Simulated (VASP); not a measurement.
Here is a VASP 6.6.1 calculation.

The input INCAR:

```
SYSTEM = Be2Ge
PREC = Accurate ; ENCUT = 520
EDIFF = 1E-6 ; ISMEAR = -1
SIGMA = 0.02 ; LREAL = .FALSE.
LASPH = .TRUE. ; NELM = 80
ALGO = Normal ; ISIF = 2
LWAVE = .FALSE. ; LCHARG = .FALSE.
GGA = PS ; NBANDS = 16
```

Contents of KPOINTS:

```
Automatic mesh
0
G
  6 6 6
  0 0 0
```

POSCAR

```
Be2Ge
1.0
    0.0000000000      2.6783040144      2.6783040144
    2.6783040144      0.0000000000      2.6783040144
    2.6783040144      2.6783040144      0.0000000000
Ge Be
1 2
Direct
    0.0000000000      0.0000000000      0.0000000000
    0.2500000000      0.2500000000      0.2500000000
    0.7500000000      0.7500000000      0.7500000000
```

Potentials or basis: VASP PAW PBE potentials, release 64 (Ge_d, Be).

Launch:

```console
$ cat potpaw_PBE.64/Ge_d/POTCAR potpaw_PBE.64/Be/POTCAR > POTCAR
$ mpirun -np 1 vasp_std > vasp.out
```

(1) Estimate the pressure.

(2) Predict the band gap on the k mesh.

Answers

(1) -1.4 GPa.

(2) zero (band 9 reaches 7.03 eV, above the bottom of band 10 at 6.48 eV).

Caveat: the PAW data sets were made with another functional, which shifts forces and pressure a little.
